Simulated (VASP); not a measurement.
Input of a VASP 6.6.1 run:

The input INCAR:

```
SYSTEM = Ca
PREC = Accurate
ENCUT = 600
EDIFF = 1E-6
ISMEAR = 0
SIGMA = 0.1
LREAL = .FALSE.
LASPH = .TRUE.
NELM = 100
ALGO = Normal
ISIF = 3
LWAVE = .FALSE.
LCHARG = .FALSE.
GGA = PE
IBRION = 2
NSW = 100
EDIFFG = -0.005
```

Contents of KPOINTS:

```
regular mesh
0
G
  14 14 14
  0 0 0
```

The input POSCAR:

```
Ca
1.0
   -2.0964874600      2.1017318100      2.4453524600
    2.0964874600     -2.1017318100      2.4453524600
    2.0964874600      2.1017318100     -2.4453524600
Ca
1
Direct
    0.5000000000      0.5000000000      0.0000000000
```

Potentials or basis: VASP PAW PBE potentials, release 64 (Ca_sv).

Launch:

```bash
$ cat potpaw_PBE.64/Ca_sv/POTCAR > POTCAR
$ mpirun -np 1 vasp_std > vasp.out
```

What does it give for the relaxed cell?

a = 3.908 Å, b = 3.908 Å, c = 3.908 Å, α = 119.97°, β = 119.92°, γ = 90.10°.

Predict the relaxed volume.

42.26 Å³/atom.

Final structure:
```cif
data_structure
_symmetry_space_group_name_H-M 'P 1'
_symmetry_Int_Tables_number 1
_cell_length_a 3.9085
_cell_length_b 3.9085
_cell_length_c 3.9085
_cell_angle_alpha 119.967
_cell_angle_beta 119.916
_cell_angle_gamma 90.101
_cell_volume 42.26
loop_
_atom_site_label
_atom_site_type_symbol
_atom_site_fract_x
_atom_site_fract_y
_atom_site_fract_z
_atom_site_occupancy
Ca1 Ca 0.50000 0.50000 0.00000 1
```
